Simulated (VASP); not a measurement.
# AlN (scanat) (P6_3mc) in VASP: further runs

AlN (scanat) is run at these levels: r2SCAN; tasks: single point.

Program: VASP 6.6.1. These are calculated values, not measurements. Logs are shortened: lines on timing, memory, paths and dates and some standing lists are left out, and cuts for length are marked.

## Step 1: The cell of the first run

The structure is hexagonal, space group P6_3mc (No. 186). The conventional cell has a = 3.114 Å, b = 3.114 Å, c = 4.983 Å, α = 90.00°, β = 90.00°, γ = 120.00°. Al (site symmetry 3m) has 4 N at 1.83 to 2.17 Å within 2.4 Å. Within 2.4 Å of N (site symmetry 3m) lie 4 Al at 1.83 to 2.17 Å.

## Step 2: Single point, r2SCAN

POSCAR reads:

```
AlN
1.0
    3.1135756528      0.0000000000      0.0000000000
   -1.5567878264      2.6964356119      0.0000000000
    0.0000000000      0.0000000000      4.9831268775
Al N
2 2
Direct
    0.3333333333      0.6666666667     -0.0265533953
    0.6666666667      0.3333333333      0.4734466047
    0.3333333333      0.6666666667      0.4085533953
    0.6666666667      0.3333333333      0.9085533953
```

INCAR.step1 reads:

```
ALGO = Normal
EDIFF = 1E-4
ENCUT = 520
GGA = PE
ISMEAR = 0
LASPH = True
LCHARG = False
LREAL = False
LWAVE = True
NBANDS = 16
NELM = 80
PREC = Accurate
SIGMA = 0.01
```

INCAR.step2 reads:

```
ALGO = Normal
EDIFF = 1E-6
ENCUT = 520
ISIF = 2
ISMEAR = 0
ISTART = 1
LASPH = True
LCHARG = False
LMIXTAU = True
LREAL = False
LWAVE = False
METAGGA = R2SCAN
NBANDS = 16
NELM = 80
PREC = Accurate
SIGMA = 0.01
```

KPOINTS reads:

```
k-points
0
Gamma
  9 9 6
```

Potentials or basis: VASP PAW PBE potentials, release 64 (Al, N).

On the command line:

```sh
$ cat potpaw_PBE.64/Al/POTCAR potpaw_PBE.64/N/POTCAR > POTCAR
$ cp INCAR.step1 INCAR
$ mpirun -np 1 vasp_std > vasp.out
$ cp INCAR.step2 INCAR
$ mpirun -np 1 vasp_std > vasp.out
```

OUTCAR:

```text
EDIFF = 1E-6
   ENCUT = 520
   ISIF = 2
   ISMEAR = 0
   ISTART = 1
   LASPH = True
   LREAL = False
   METAGGA = R2SCAN
   NELM = 80
   PREC = Accurate

 ion  position               nearest neighbor table
   1  0.333  0.667  0.973-   4 1.83   4 1.83   4 1.83   3 2.17   2 3.07   2 3.07   2 3.07   2 3.07
                             2 3.07   2 3.07
   2  0.667  0.333  0.473-   3 1.83   3 1.83   3 1.83   4 2.17   1 3.07   1 3.07   1 3.07   1 3.07
                             1 3.07   1 3.07
   3  0.333  0.667  0.409-   2 1.83   2 1.83   2 1.83   1 2.17
   4  0.667  0.333  0.909-   1 1.83   1 1.83   1 1.83   2 2.17

  LATTYP: Found a hexagonal cell.
 ALAT       =     3.1135756528
 C/A-ratio  =     1.6004515172

  Lattice vectors:

 A1 = (   3.1135756528,   0.0000000000,   0.0000000000)
 A2 = (  -1.5567878264,   2.6964356119,   0.0000000000)
 A3 = (   0.0000000000,   0.0000000000,   4.9831268775)

Analysis of symmetry for initial positions (statically):
=====================================================================
 Subroutine PRICEL returns:
 Original cell was already a primitive cell.

 Routine SETGRP: Setting up the symmetry group for a
 hexagonal supercell.

 Subroutine GETGRP returns: Found 12 space group operations
 (whereof  6 operations were pure point group operations)
 out of a pool of 24 trial point group operations.

The static configuration has the point symmetry C_3v.
 The point group associated with its full space group is C_6v.

Analysis of symmetry for dynamics (positions and initial velocities):
=====================================================================
 Subroutine PRICEL returns:
 Original cell was already a primitive cell.

 Routine SETGRP: Setting up the symmetry group for a
 hexagonal supercell.

 Subroutine GETGRP returns: Found 12 space group operations
 (whereof  6 operations were pure point group operations)
 out of a pool of 24 trial point group operations.

The dynamic configuration has the point symmetry C_3v.
 The point group associated with its full space group is C_6v.

 Subroutine INISYM returns: Found 12 space group operations
 (whereof  6 operations are pure point group operations),
 and found     1 'primitive' translations

[... 92 lines left out ...]
   ISPIN  =      1    spin polarized calculation?
   LNONCOLLINEAR =      F non collinear calculations
   LSORBIT =      F    spin-orbit coupling
   LASPH  =      T    aspherical Exc in radial PAW
   ENCUT  =  520.0 eV  38.22 Ry    6.18 a.u.   5.79  5.79  9.27*2*pi/ulx,y,z
   NELM   =     80;   NELMIN=  2; NELMDL=  0     # of ELM steps
   EDIFF  = 0.1E-05   stopping-criterion for ELM
   LREAL  =      F    real-space projection
   EDIFFG = 0.1E-04   stopping-criterion for IOM
   NSW    =      0    number of steps for IOM
   IBRION =     -1    ionic relax: 0-MD 1-quasi-New 2-CG
   NFREE  =      0    steps in history (QN), initial steepest desc. (CG)
   ISIF   =      2    stress and relaxation
   ISYM   =      2    0-nonsym 1-usesym 2-fastsym
   POTIM  = 0.5000    time-step for ionic-motion
   TEBEG  =    0.0;   TEEND  =   0.0 temperature during run
   PSTRESS=    0.0 pullay stress
   NELECT =      16.0000    total number of electrons
   NUPDOWN=      -1.0000    fix difference up-down
   EMIN   =  10.00;   EMAX   =-10.00  energy-range for DOS
   EFERMI =   0.00;   METHOD = LEGACY
   ISMEAR =     0;   SIGMA  =   0.01  broadening in eV -4-tet -1-fermi 0-gaus
   EFERMI_NEDOS =   21; number of points for ismear=-14 and -15
   IALGO  =     38    algorithm
   IMIX   =      4    mixing-type and parameters
     AMIX     =   0.40;   BMIX     =  1.00
     AMIX_MAG =   1.60;   BMIX_MAG =  1.00
  volume/ion in A,a.u.               =      10.46        70.58
  Fermi-wavevector in a.u.,A,eV,Ry     =   1.188313  2.245587 19.212636  1.412089
  Thomas-Fermi vector in A             =   2.324446
   LORBIT       =      0    0 simple, 1 ext, 2 COOP (PROOUT), +10 PAW based schemes
   METAGGA = R2SCAN    functional components
   LHFCALC =     F    Hartree Fock is set to
   AEXX    =    0.0000 exact exchange contribution
   IVDW    =     0    specifies the selected vdW correction
   LEPSILON=     F    determine dielectric tensor
   LRPA    =     F    only Hartree local field effects (RPA)
 non-spin polarized calculation
 Gauss-broadening in eV      SIGMA  =   0.01
  energy-cutoff  :      520.00
  volume of cell :       41.84
 maximum number of plane-waves:      1152
 NGX is ok and might be reduce to    24
   NGX = 11   NGY = 11   NGZ = 19

 number of electron      15.9999997 magnetization

 Free energy of the ion-electron system (eV)
  ---------------------------------------------------
  ext. energy  EPLUGINS =         0.00000000
  ---------------------------------------------------
  free energy    TOTEN  =       -37.91504049 eV

  energy without entropy =      -37.91504049  energy(sigma->0) =      -37.91504049

 E-fermi :   6.7954     XC(G=0): -11.3966

 val. band max:        6.6810770541   @ k =   0.0000   0.0000   0.0000
 cond. band min:      10.6423336879   @ k =   0.0000   0.0000   0.0000
 fundamental gap:      3.9612566338
 Fermi energy:         6.7954011663

 k-point     1 :       0.0000    0.0000    0.0000
  band No.  band energies     occupation
      1     -10.1110      2.00000
      2      -8.0348      2.00000
      3       0.0895      2.00000
      4       4.6104      2.00000
      5       4.6104      2.00000
      6       5.2759      2.00000
[... 433 lines left out ...]
      3       0.9431      2.00000
      4       1.6216      2.00000
      5       1.6216      2.00000
      6       2.8558      2.00000
[... 8 lines left out ...]
     15      19.0307      0.00000
     16      22.2484      0.00000

 [... further k-points ...]
[... 5 lines left out ...]
  --------------------------------------------------------------------------------------
  -------------------------------------------------------------------------------------
  Total        2.5073196      2.5073196     -3.1063249      0.0000000      0.0000000      0.0000000
  in kB       96.0215819     96.0215819   -118.9613935      0.0000000      0.0000000      0.0000000
  external PRESSURE =      24.3605901 kB  Pullay stress =       0.0000000 kB

 VOLUME and BASIS-vectors are now :
 -----------------------------------------------------------------------------
  energy-cutoff  :      520.00
  volume of cell :       41.84
      direct lattice vectors                 reciprocal lattice vectors
     3.113575653  0.000000000  0.000000000     0.321174146  0.185429979  0.000000000
    -1.556787826  2.696435612  0.000000000     0.000000000  0.370859959  0.000000000
     0.000000000  0.000000000  4.983126878     0.000000000  0.000000000  0.200677210

 POSITION                                       TOTAL-FORCE (eV/Angst)
 -----------------------------------------------------------------------------------
     -0.00000      1.79762      4.85081         0.000000     -0.000000      1.432751
      1.55679      0.89881      2.35924        -0.000000      0.000000      1.432751
     -0.00000      1.79762      2.03587         0.000000     -0.000000     -1.432751
      1.55679      0.89881      4.52744         0.000000     -0.000000     -1.432751
 -----------------------------------------------------------------------------------
    total drift:                               -0.000000     -0.000000     -0.006709

  FREE ENERGIE OF THE ION-ELECTRON SYSTEM (eV)
  ---------------------------------------------------
  free  energy   TOTEN  =       -37.9150404905 eV

  energy  without entropy=      -37.9150404905  energy(sigma->0) =      -37.91504049
```

OUTCAR.step1:

```text
EDIFF = 1E-4
   ENCUT = 520
   GGA = PE
   ISMEAR = 0
[... 690 lines left out ...]
     -0.00000      1.79762      4.85081         0.000000      0.000000      1.368827
      1.55679      0.89881      2.35924        -0.000000     -0.000000      1.368827
     -0.00000      1.79762      2.03587        -0.000000      0.000000     -1.368827
      1.55679      0.89881      4.52744         0.000000     -0.000000     -1.368827
 -----------------------------------------------------------------------------------
    total drift:                               -0.000000      0.000000     -0.002479

  FREE ENERGIE OF THE ION-ELECTRON SYSTEM (eV)
  ---------------------------------------------------
  free  energy   TOTEN  =       -29.2580658533 eV

  energy  without entropy=      -29.2580658533  energy(sigma->0) =      -29.25806585
```

Run time: 45 s. Hardware: 1 thread of Intel Xeon Platinum 8488C (Sapphire Rapids), shared host; peak memory 0.17 GiB.

Results:

```yaml
Free_energy: -37.9150 eV
Pressure: 2.4 GPa
Largest_force: 1.433 eV/Å
Band_gap_on_the_k_mesh: 3.96 eV, direct
```

Forces in eV/Å, atoms in the order of the input:
```
Al   0.000  0.000  1.433
Al   0.000  0.000  1.433
N    0.000  0.000 -1.433
N    0.000  0.000 -1.433
```

Stress tensor (GPa, compression positive):
```
  9.60   0.00   0.00
  0.00   9.60   0.00
  0.00   0.00 -11.90
```

Levels at points of the mesh, in eV from the valence-band top:
| k point | band 6 | band 7 | band 8 | band 9 | band 10 | band 11 |
| --- | --- | --- | --- | --- | --- | --- |
| (0.00, 0.00, 0.00) | -1.41 | -1.41 | 0.00 | 3.96 | 6.83 | 11.12 |
| (0.00, 0.00, 0.50) | -1.75 | -1.75 | -1.75 | 6.67 | 6.67 | 10.45 |

Caveat: the PAW data sets were made with another functional, which shifts forces and pressure a little.

## Step 3: Single point, r2SCAN

POSCAR reads:

```
AlN
1.0
    3.1135756528      0.0000000000      0.0000000000
   -1.5567878264      2.6964356119      0.0000000000
    0.0000000000      0.0000000000      4.9831268775
Al N
2 2
Direct
    0.3333333333      0.6666666667     -0.0354024693
    0.6666666667      0.3333333333      0.4645975307
    0.3333333333      0.6666666667      0.4174024693
    0.6666666667      0.3333333333      0.9174024693
```

INCAR.step1 reads:

```
SYSTEM = AlN
PREC = Accurate ; ENCUT = 520
ISMEAR = 0 ; SIGMA = 0.01
LREAL = .FALSE. ; LASPH = .TRUE.
NELM = 100 ; NBANDS = 16
GGA = PE ; ALGO = Normal
EDIFF = 1E-4 ; LWAVE = .TRUE.
LCHARG = .FALSE.
```

INCAR.step2 reads:

```
SYSTEM = AlN
PREC = Accurate ; ENCUT = 520
EDIFF = 1E-6 ; ISMEAR = 0
SIGMA = 0.01 ; LREAL = .FALSE.
LASPH = .TRUE. ; NELM = 100
ALGO = Normal ; ISIF = 2
LWAVE = .FALSE. ; LCHARG = .TRUE.
METAGGA = R2SCAN ; LMIXTAU = .TRUE.
LELF = .TRUE. ; LVHAR = .TRUE.
NBANDS = 16 ; ISTART = 1
```

KPOINTS reads:

```
regular mesh
0
G
  9 9 6
  0 0 0
```

Potentials or basis: VASP PAW PBE potentials, release 64 (Al, N).

On the command line:

```sh
$ cat potpaw_PBE.64/Al/POTCAR potpaw_PBE.64/N/POTCAR > POTCAR
$ cp INCAR.step1 INCAR
$ mpirun -np 1 vasp_std > vasp.out
$ cp INCAR.step2 INCAR
$ mpirun -np 1 vasp_std > vasp.out
```

Wall time 49 s (1 thread of Intel Xeon Platinum 8488C (Sapphire Rapids), shared host); peak memory 0.17 GiB.

Results (log left out):

| Property | Result |
| --- | --- |
| Free energy | -37.6744 eV |
| Pressure | 4.4 GPa |
| Largest force | 1.256 eV/Å |
| Band gap on the k mesh | 3.68 eV, direct |

Forces in eV/Å, atoms in the order of the input:
```
Al   0.000  0.000  1.256
Al   0.000  0.000  1.256
N    0.000  0.000 -1.256
N    0.000  0.000 -1.256
```

Stress tensor (GPa, compression positive):
```
 12.76   0.00   0.00
  0.00  12.76   0.00
  0.00   0.00 -12.31
```

Levels at points of the mesh, in eV from the valence-band top:
```tsv
k point	band 5	band 6	band 7	band 8	band 9	band 10	band 11	band 12
(0.00, 0.00, 0.00)	-2.37	-1.70	-1.70	0.00	3.68	6.66	10.90	10.90
(0.00, 0.00, 0.50)	-2.05	-2.05	-2.05	-2.05	6.51	6.51	10.22	10.22
```

Caveat: the PAW data sets were made with another functional, which shifts forces and pressure a little. r2SCAN opens gaps a little over a GGA but as a rule still falls short of measured ones.

## Step 4: Single point, r2SCAN

POSCAR reads:

```
AlN
1.0
    3.1135756528      0.0000000000      0.0000000000
   -1.5567878264      2.6964356119      0.0000000000
    0.0000000000      0.0000000000      4.9831268775
Al N
2 2
Direct
    0.3333333333      0.6666666667     -0.0442515433
    0.6666666667      0.3333333333      0.4557484567
    0.3333333333      0.6666666667      0.4262515433
    0.6666666667      0.3333333333      0.9262515433
```

INCAR.step1 reads:

```
SYSTEM = AlN
  PREC = Accurate
  ENCUT = 520
  ISMEAR = 0
  SIGMA = 0.01
  LREAL = .FALSE.
  LASPH = .TRUE.
  NELM = 80
  NBANDS = 16
  GGA = PE
  ALGO = Normal
  EDIFF = 1E-4
  LWAVE = .TRUE.
  LCHARG = .FALSE.
```

INCAR.step2 reads:

```
SYSTEM = AlN
  PREC = Accurate
  ENCUT = 520
  EDIFF = 1E-6
  ISMEAR = 0
  SIGMA = 0.01
  LREAL = .FALSE.
  LASPH = .TRUE.
  NELM = 80
  ALGO = Normal
  ISIF = 2
  LWAVE = .FALSE.
  LCHARG = .TRUE.
  METAGGA = R2SCAN
  LMIXTAU = .TRUE.
  LELF = .TRUE.
  LVHAR = .TRUE.
  NBANDS = 16
  ISTART = 1
```

KPOINTS reads:

```
Automatic mesh
0
G
  9 9 6
  0 0 0
```

On the command line:

```sh
$ cat potpaw_PBE.64/Al/POTCAR potpaw_PBE.64/N/POTCAR > POTCAR
$ cp INCAR.step1 INCAR
$ mpirun -np 1 vasp_std > vasp.out
$ cp INCAR.step2 INCAR
$ mpirun -np 1 vasp_std > vasp.out
```

It took 59 s on 1 thread of Intel Xeon Platinum 8488C (Sapphire Rapids), shared host; peak memory 0.17 GiB.

It converged, with:

- Free energy: -37.4835 eV
- Pressure: 6.0 GPa
- Largest force: 0.879 eV/Å
- Band gap on the k mesh: 3.45 eV, direct

Forces on the atoms (eV/Å):
```
Al   0.000  0.000  0.879
Al   0.000  0.000  0.879
N    0.000  0.000 -0.879
N    0.000  0.000 -0.879
```

Stress tensor (GPa, compression positive):
```
 15.13   0.00   0.00
  0.00  15.13   0.00
  0.00   0.00 -12.32
```

Levels at points of the mesh, in eV from the valence-band top:
```csv
k point,band 6,band 7,band 8,band 9,band 10,band 11
"(0.00, 0.00, 0.00)",-1.93,-1.93,0.00,3.45,6.53,10.74
"(0.00, 0.00, 0.50)",-2.27,-2.27,-2.27,6.38,6.38,10.05
```

Caveat: the PAW data sets were made with another functional, which shifts forces and pressure a little. r2SCAN opens gaps a little over a GGA but as a rule still falls short of measured ones.
